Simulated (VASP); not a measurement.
# SbAs4Au (F-43m) in VASP: notebook

Runs on SbAs4Au. Level: PBE. Tasks: single point, relaxation of cell and atoms.

Program: VASP 6.6.1. These are calculated values, not measurements. Logs are shortened: lines on timing, memory, paths and dates and some standing lists are left out, and cuts for length are marked.

## 1. The cell of the first run

Symmetry: F-43m, No. 216, cubic system. The conventional cell has a = 8.006 Å, b = 8.006 Å, c = 8.006 Å, α = 90.00°, β = 90.00°, γ = 90.00°. Sb (site symmetry -43m) has 12 As at 3.33 Å and 4 Au at 3.47 Å within 4.4 Å. As (site symmetry 3m) has 6 As at 2.73 to 2.93 Å and 3 Au at 3.31 Å and 3 Sb at 3.33 Å within 3.6 Å. Au (site symmetry -43m) has 12 As at 3.31 Å and 4 Sb at 3.47 Å within 4.4 Å.

## 2. Single point, PBE

The input, INCAR:

```
SYSTEM = SbAs4Au
ALGO = Normal
EDIFF = 1E-6
ENCUT = 520
GGA = PE
ISIF = 2
ISMEAR = 0
LASPH = .True.
LCHARG = .False.
LREAL = .False.
LWAVE = .False.
NBANDS = 27
NELM = 100
PREC = Accurate
SIGMA = 0.1
```

The input, KPOINTS:

```
k-points
0
Gamma
  8 8 8
  0 0 0
```

The input, POSCAR:

```
SbAs4Au
1.0
    0.0000000000      4.0032461598      4.0032461598
    4.0032461598      0.0000000000      4.0032461598
    4.0032461598      4.0032461598      0.0000000000
Sb As Au
1 4 1
Direct
    0.0000000000      0.0000000000      0.0000000000
    0.6207695920      0.6207695920      0.1376912239
    0.6207695920      0.1376912239      0.6207695920
    0.1376912239      0.6207695920      0.6207695920
    0.6207695920      0.6207695920      0.6207695920
    0.2500000000      0.2500000000      0.2500000000
```

Potentials or basis: VASP PAW PBE potentials, release 64 (Sb, As, Au).

Launch:

```
$ cat potpaw_PBE.64/Sb/POTCAR potpaw_PBE.64/As/POTCAR potpaw_PBE.64/Au/POTCAR > POTCAR
$ mpirun -np 1 vasp_std > vasp.out
```

OUTCAR:

```text
SYSTEM = SbAs4Au
   EDIFF = 1E-6
   ENCUT = 520
   GGA = PE
   ISIF = 2
   ISMEAR = 0
   LASPH = .True.
   LREAL = .False.
   NELM = 100
   PREC = Accurate

 ion  position               nearest neighbor table
   1  0.000  0.000  0.000-   2 3.33   2 3.33   3 3.33   4 3.33   3 3.33   4 3.33   5 3.33   5 3.33
                             5 3.33   2 3.33   3 3.33   4 3.33   6 3.47   6 3.47   6 3.47   6 3.47
   2  0.621  0.621  0.138-   3 2.73   4 2.73   5 2.73   1 3.33   1 3.33   1 3.33
   3  0.621  0.138  0.621-   2 2.73   4 2.73   5 2.73   1 3.33   1 3.33   1 3.33
   4  0.138  0.621  0.621-   2 2.73   3 2.73   5 2.73   1 3.33   1 3.33   1 3.33
   5  0.621  0.621  0.621-   2 2.73   3 2.73   4 2.73   1 3.33   1 3.33   1 3.33
   6  0.250  0.250  0.250-   1 3.47   1 3.47   1 3.47   1 3.47

  LATTYP: Found a face centered cubic cell.
 ALAT       =     8.0064923196

  Lattice vectors:

 A1 = (   0.0000000000,   4.0032461598,   4.0032461598)
 A2 = (   4.0032461598,   0.0000000000,   4.0032461598)
 A3 = (   4.0032461598,   4.0032461598,   0.0000000000)

Analysis of symmetry for initial positions (statically):
=====================================================================
 Subroutine PRICEL returns:
 Original cell was already a primitive cell.

 Routine SETGRP: Setting up the symmetry group for a
 face centered cubic supercell.

 Subroutine GETGRP returns: Found 24 space group operations
 (whereof 24 operations were pure point group operations)
 out of a pool of 48 trial point group operations.

The static configuration has the point symmetry T_d .

Analysis of symmetry for dynamics (positions and initial velocities):
=====================================================================
 Subroutine PRICEL returns:
 Original cell was already a primitive cell.

 Routine SETGRP: Setting up the symmetry group for a
 face centered cubic supercell.

 Subroutine GETGRP returns: Found 24 space group operations
 (whereof 24 operations were pure point group operations)
 out of a pool of 48 trial point group operations.

The dynamic configuration has the point symmetry T_d .

 Subroutine INISYM returns: Found 24 space group operations
 (whereof 24 operations are pure point group operations),
 and found     1 'primitive' translations

----------------------------------------------------------------------------------------

                                     Primitive cell

  volume of cell :     128.3119

  direct lattice vectors                    reciprocal lattice vectors
     0.000000000  4.003246160  4.003246160    -0.124898640  0.124898640  0.124898640
     4.003246160  0.000000000  4.003246160     0.124898640 -0.124898640  0.124898640
     4.003246160  4.003246160  0.000000000     0.124898640  0.124898640 -0.124898640

  length of vectors
     5.661445013  5.661445013  5.661445013     0.216330790  0.216330790  0.216330790

  position of ions in fractional coordinates (direct lattice)
     0.000000000  0.000000000  0.000000000
     0.620769592  0.620769592  0.137691224
     0.620769592  0.137691224  0.620769592
     0.137691224  0.620769592  0.620769592
     0.620769592  0.620769592  0.620769592
     0.250000000  0.250000000  0.250000000

  ion indices of the primitive-cell ions
   primitive index   ion index
                 1           1
                 2           2
                 3           3
                 4           4
                 5           5
                 6           6

----------------------------------------------------------------------------------------

 KPOINTS: k-points

Automatic generation of k-mesh.
 Grid dimensions read from file:
 generate k-points for:    8    8    8

 Generating k-lattice:

  Cartesian coordinates                     Fractional coordinates (reciprocal lattice)
    -0.015612330  0.015612330  0.015612330     0.125000000  0.000000000  0.000000000
     0.015612330 -0.015612330  0.015612330     0.000000000  0.125000000  0.000000000
     0.015612330  0.015612330 -0.015612330     0.000000000  0.000000000  0.125000000

  Length of vectors
     0.027041349  0.027041349  0.027041349

  Shift w.r.t. Gamma in fractional coordinates (k-lattice)
     0.000000000  0.000000000  0.000000000

 Subroutine IBZKPT returns following result:
 ===========================================

 Found     29 irreducible k-points:

 Following reciprocal coordinates:
            Coordinates               Weight
  0.000000  0.000000  0.000000      1.000000
  0.125000  0.000000  0.000000      8.000000
  0.250000  0.000000  0.000000      8.000000
  0.375000  0.000000  0.000000      8.000000
  0.500000  0.000000  0.000000      4.000000
  0.125000  0.125000  0.000000      6.000000
[... 16 lines left out ...]
  0.500000  0.250000  0.125000     48.000000
 -0.375000  0.250000  0.125000     24.000000
 [... further k-points ...]
   k-points           NKPTS =     29   k-points in BZ     NKDIM =     29   number of bands    NBANDS=     27
   number of dos      NEDOS =    301   number of ions     NIONS =      6
   total plane-waves  NPLWV =  74088
   dimension x,y,z NGX =    42 NGY =   42 NGZ =   42
   dimension x,y,z NGXF=    84 NGYF=   84 NGZF=   84
   ions per type =               1   4   1
   NGX,Y,Z   is equivalent  to a cutoff of  12.33, 12.33, 12.33 a.u.
   NGXF,Y,Z  is equivalent  to a cutoff of  24.67, 24.67, 24.67 a.u.
 SYSTEM =  SbAs4Au
   PREC   = accura    normal or accurate (medium, high low for compatibility)
   ISTART =      0    job   : 0-new  1-cont  2-samecut
   ICHARG =      2    charge: 1-file 2-atom 10-const
   ISPIN  =      1    spin polarized calculation?
   LNONCOLLINEAR =      F non collinear calculations
   LSORBIT =      F    spin-orbit coupling
   LASPH  =      T    aspherical Exc in radial PAW
   ENCUT  =  520.0 eV  38.22 Ry    6.18 a.u.  10.53 10.53 10.53*2*pi/ulx,y,z
   NELM   =    100;   NELMIN=  2; NELMDL= -5     # of ELM steps
   EDIFF  = 0.1E-05   stopping-criterion for ELM
   LREAL  =      F    real-space projection
   EDIFFG = 0.1E-04   stopping-criterion for IOM
   NSW    =      0    number of steps for IOM
   IBRION =     -1    ionic relax: 0-MD 1-quasi-New 2-CG
   NFREE  =      0    steps in history (QN), initial steepest desc. (CG)
   ISIF   =      2    stress and relaxation
   ISYM   =      2    0-nonsym 1-usesym 2-fastsym
   POTIM  = 0.5000    time-step for ionic-motion
   TEBEG  =    0.0;   TEEND  =   0.0 temperature during run
   PSTRESS=    0.0 pullay stress
   NELECT =      36.0000    total number of electrons
   NUPDOWN=      -1.0000    fix difference up-down
   EMIN   =  10.00;   EMAX   =-10.00  energy-range for DOS
   EFERMI =   0.00;   METHOD = LEGACY
   ISMEAR =     0;   SIGMA  =   0.10  broadening in eV -4-tet -1-fermi 0-gaus
   EFERMI_NEDOS =   21; number of points for ismear=-14 and -15
   IALGO  =     38    algorithm
   IMIX   =      4    mixing-type and parameters
     AMIX     =   0.40;   BMIX     =  1.00
     AMIX_MAG =   1.60;   BMIX_MAG =  1.00
  volume/ion in A,a.u.               =      21.39       144.32
  Fermi-wavevector in a.u.,A,eV,Ry     =   1.071733  2.025282 15.627817  1.148612
  Thomas-Fermi vector in A             =   2.207482
   LORBIT       =      0    0 simple, 1 ext, 2 COOP (PROOUT), +10 PAW based schemes
   GGA     = PE    functional components
   LHFCALC =     F    Hartree Fock is set to
   AEXX    =    0.0000 exact exchange contribution
   IVDW    =     0    specifies the selected vdW correction
   LEPSILON=     F    determine dielectric tensor
   LRPA    =     F    only Hartree local field effects (RPA)
 non-spin polarized calculation
 Gauss-broadening in eV      SIGMA  =   0.10
  energy-cutoff  :      520.00
  volume of cell :      128.31
 maximum number of plane-waves:      3479
   NGX = 21   NGY = 21   NGZ = 21

 number of electron      35.9999999 magnetization

 Free energy of the ion-electron system (eV)
  ---------------------------------------------------
  ext. energy  EPLUGINS =         0.00000000
  ---------------------------------------------------
  free energy    TOTEN  =       -22.96571751 eV

  energy without entropy =      -22.95310949  energy(sigma->0) =      -22.95941350

 E-fermi :   6.6220     XC(G=0): -10.5977

 val. band max:        6.5876451271   @ k =   0.3750   0.3750   0.0000
 cond. band min:       6.6389979753   @ k =   0.5000   0.2500   0.0000
 fundamental gap:      0.0513528482
 Fermi energy:         6.6220353186

 k-point     1 :       0.0000    0.0000    0.0000
  band No.  band energies     occupation
      1      -7.8706      2.00000
      2      -2.8467      2.00000
      3      -2.8467      2.00000
      4      -2.8467      2.00000
      5      -2.1970      2.00000
      6      -0.1363      2.00000
[... 19 lines left out ...]
     26      10.9166      0.00000
     27      14.6375      0.00000

 k-point     2 :       0.1250    0.0000    0.0000
  band No.  band energies     occupation
      1      -7.7855      2.00000
      2      -3.3926      2.00000
      3      -2.8806      2.00000
      4      -2.8806      2.00000
      5      -2.0845      2.00000
      6       0.0745      2.00000
[... 19 lines left out ...]
     26      10.8785      0.00000
     27      13.9483      0.00000

 k-point     3 :       0.2500    0.0000    0.0000
  band No.  band energies     occupation
      1      -7.5417      2.00000
      2      -4.2708      2.00000
      3      -2.9582      2.00000
      4      -2.9582      2.00000
      5      -2.1420      2.00000
      6       0.5491      2.00000
[... 594 lines left out ...]
      1      -6.9960      2.00000
      2      -5.1266      2.00000
      3      -3.7054      2.00000
      4      -3.1602      2.00000
      5      -2.0447      2.00000
      6       1.0346      2.00000
[... 19 lines left out ...]
     26      10.7227      0.00000
     27      12.1798      0.00000

 k-point    24 :      -0.3750    0.2500    0.1250
  band No.  band energies     occupation
      1      -6.7879      2.00000
      2      -5.4317      2.00000
      3      -3.7900      2.00000
      4      -3.2029      2.00000
      5      -2.0046      2.00000
      6       0.9527      2.00000
[... 19 lines left out ...]
     26      10.7810      0.00000
     27      12.4588      0.00000

 [... further k-points ...]

------------------------ aborting loop because EDIFF is reached ----------------------------------------

  FORCE on cell =-STRESS in cart. coord.  units (eV):
  Direction    XX          YY          ZZ          XY          YZ          ZX
  --------------------------------------------------------------------------------------
  -------------------------------------------------------------------------------------
  Total        0.0106289      0.0106289      0.0106289      0.0000000      0.0000000      0.0000000
  in kB        0.1327192      0.1327192      0.1327192      0.0000000      0.0000000      0.0000000
  external PRESSURE =       0.1327192 kB  Pullay stress =       0.0000000 kB

 VOLUME and BASIS-vectors are now :
 -----------------------------------------------------------------------------
  energy-cutoff  :      520.00
  volume of cell :      128.31
      direct lattice vectors                 reciprocal lattice vectors
     0.000000000  4.003246160  4.003246160    -0.124898640  0.124898640  0.124898640
     4.003246160  0.000000000  4.003246160     0.124898640 -0.124898640  0.124898640
     4.003246160  4.003246160  0.000000000     0.124898640  0.124898640 -0.124898640

 POSITION                                       TOTAL-FORCE (eV/Angst)
 -----------------------------------------------------------------------------------
      0.00000      0.00000      0.00000        -0.000000      0.000000      0.000000
      3.03631      3.03631      4.97019        -0.009431     -0.009431      0.009431
      3.03631      4.97019      3.03631        -0.009431      0.009431     -0.009431
      4.97019      3.03631      3.03631         0.009431     -0.009431     -0.009431
      4.97019      4.97019      4.97019         0.009431      0.009431      0.009431
      2.00162      2.00162      2.00162        -0.000000     -0.000000      0.000000
 -----------------------------------------------------------------------------------
    total drift:                                0.000000      0.000000      0.000000

  FREE ENERGIE OF THE ION-ELECTRON SYSTEM (eV)
  ---------------------------------------------------
  free  energy   TOTEN  =       -22.9657175078 eV

  energy  without entropy=      -22.9531094865  energy(sigma->0) =      -22.95941350
```

Run time: 99 s. Hardware: 1 thread of Intel Xeon Platinum 8259CL at 2.50GHz (Skylake/Cascade Lake), shared host; peak memory 0.32 GiB.

What came out:

```
Free energy            : -22.9657 eV
Pressure               : 0.0 GPa
Largest force          : 0.016 eV/Å
Band gap on the k mesh : zero (band 18 reaches 7.21 eV, above the bottom of band 19 at 5.70 eV)
```

Forces on the atoms (eV/Å):
```
Sb   0.000  0.000  0.000
As  -0.009 -0.009  0.009
As  -0.009  0.009 -0.009
As   0.009 -0.009 -0.009
As   0.009  0.009  0.009
Au   0.000  0.000  0.000
```

Levels at points of the mesh, in eV from the Fermi level:
```tsv
k point	band 14	band 15	band 16	band 17	band 18	band 19	band 20	band 21	band 22	band 23
(0.00, 0.00, 0.00)	-2.79	-1.53	-1.53	-1.21	-0.92	-0.92	-0.92	3.40	3.40	3.40
(0.50, 0.00, 0.00)	-2.40	-1.46	-1.34	-1.34	-0.66	-0.66	0.75	1.29	2.03	2.03
(0.50, 0.50, 0.00)	-2.75	-1.77	-1.19	-0.93	-0.93	-0.57	0.41	0.92	2.01	2.08
```

Caveat: spin-orbit coupling is left out, which moves the levels of the heavy elements.

## 3. Relaxation of cell and atoms, PBE

This run uses another cell than the first one, of 20.99 Å³/atom, 0.982 times its volume.

The input, INCAR:

```
PREC = Accurate ; ENCUT = 600
EDIFF = 1E-6 ; ISMEAR = 0
SIGMA = 0.1 ; LREAL = False
LASPH = True ; NELM = 80
ALGO = Normal ; ISIF = 3
LWAVE = False ; LCHARG = False
GGA = PE ; IBRION = 2
NSW = 100 ; EDIFFG = -0.01
```

The input, KPOINTS:

```
regular mesh
0
Gamma
  8 8 8
```

The input, POSCAR:

```
SbAs4Au
1.0
    0.0000000000      3.9784177021      3.9784177021
    3.9784177021      0.0000000000      3.9784177021
    3.9784177021      3.9784177021      0.0000000000
Sb As Au
1 4 1
Direct
    0.0000000000      0.0000000000      0.0000000000
    0.6243614697      0.6243614697      0.1269155909
    0.6243614697      0.1269155909      0.6243614697
    0.1269155909      0.6243614697      0.6243614697
    0.6243614697      0.6243614697      0.6243614697
    0.2500000000      0.2500000000      0.2500000000
```

Potentials or basis: VASP PAW PBE potentials, release 64 (Sb, As, Au).

Launch:

```
$ cat potpaw_PBE.64/Sb/POTCAR potpaw_PBE.64/As/POTCAR potpaw_PBE.64/Au/POTCAR > POTCAR
$ mpirun -np 1 vasp_std > vasp.out
```

Wall time 10 min (1 thread of Intel Xeon Platinum 8259CL at 2.50GHz (Skylake/Cascade Lake), shared host); peak memory 0.41 GiB.

The run converged. Its results:

```yaml
Free_energy: -22.9657 eV
Relaxed_volume: 21.37 Å³/atom
Relaxed_cell: a = 5.660 Å, b = 5.660 Å, c = 5.660 Å, α = 60.00°, β = 60.00°, γ = 60.00°
Space_group_after_relaxing_to_0.05_Å: F-43m (No. 216)
Energy_gained_by_relaxing: 2.7 meV/atom
Ionic_steps: 10
Pressure_after_relaxing: 0.0 GPa
Band_gap_on_the_k_mesh: zero (band 18 reaches 7.22 eV, above the bottom of band 19 at 5.71 eV)
```

Step by step:
```
step  energy change (eV)  largest force (eV/Å)  pressure (GPa)  volume (Å³)
   1              0.0000                0.1100            1.00       125.94
   2             -0.0067                0.1056           -0.39       128.34
   3             -0.0070                0.1056           -0.14       127.91
   4             -0.0093                0.0944           -0.12       127.89
   5             -0.0144                0.0539            0.02       127.84
   6             -0.0134                0.0798            0.50       127.75
   7             -0.0161                0.0106            0.17       127.81
   8             -0.0162                0.0001            0.21       127.80
   9             -0.0158                0.0008           -0.33       128.87
  10             -0.0165                0.0003            0.00       128.22
```

Final structure:
```
Sb As Au
1.0
     0.00000    4.00225    4.00225
     4.00225    0.00000    4.00225
     4.00225    4.00225    0.00000
Sb As Au
1 4 1
Cartesian
  0.0000 0.0000 0.0000
  3.0329 3.0329 4.9716
  3.0329 4.9716 3.0329
  4.9716 3.0329 3.0329
  4.9716 4.9716 4.9716
  2.0011 2.0011 2.0011
```

Levels at points of the mesh, in eV from the Fermi level:
```
           k point  band 16  band 17  band 18  band 19  band 20  band 21
(0.00, 0.00, 0.00)    -1.53    -1.20    -0.92    -0.92    -0.92     3.39
(0.50, 0.00, 0.00)    -1.34    -1.34    -0.68    -0.68     0.73     1.29
(0.50, 0.50, 0.00)    -1.18    -0.93    -0.93    -0.55     0.38     0.91
```

Caveat: spin-orbit coupling is left out, which moves the levels of the heavy elements.
